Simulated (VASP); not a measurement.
Ga:

```xyz
1
Lattice="2.8954 0.0000 0.0000 -1.4477 2.5075 0.0000 0.0000 0.0000 2.7217" Properties=species:S:1:pos:R:3 pbc="T T T"
Ga    0.0000    0.0000    0.0000
```

```yaml
Program: VASP 6.6.1
Task: relaxation of cell and atoms
Functional: PBE
Potentials_or_basis: VASP PAW PBE potentials, release 64 (Ga_d)
Cutoff: 600 eV
k_mesh: 17 × 17 × 15
Occupations: fermi-dirac, width 0.05 eV
Spin: no spin polarisation
```

At the start: pressure -0.9 GPa; volume 19.76 Å³/atom.

Question: Where does the relaxation end?

Answer: Over 7 steps the energy falls by 2.2 meV/atom and the volume is 19.37 Å³/atom (-2.0 %); space group P6/mmm (No. 191, to 0.05 Å).

The path:
| step | energy change (eV) | largest force (eV/Å) | pressure (GPa) | volume (Å³) |
| --- | --- | --- | --- | --- |
| 1 | 0.0000 | 0.0000 | -0.87 | 19.76 |
| 2 | -0.0018 | 0.0000 | -0.10 | 19.46 |
| 3 | -0.0020 | 0.0000 | 0.24 | 19.31 |
| 4 | -0.0022 | 0.0000 | 0.10 | 19.36 |
| 5 | -0.0022 | 0.0000 | 0.02 | 19.37 |
| 6 | -0.0022 | 0.0000 | 0.11 | 19.36 |
| 7 | -0.0022 | 0.0000 | 0.01 | 19.37 |

Final structure:
```
CELL_PARAMETERS angstrom
2.85805 0.00000 0.00000
-1.42902 2.47514 0.00000
0.00000 0.00000 2.73765
ATOMIC_POSITIONS crystal
Ga 0.00000 0.00000 0.00000
```
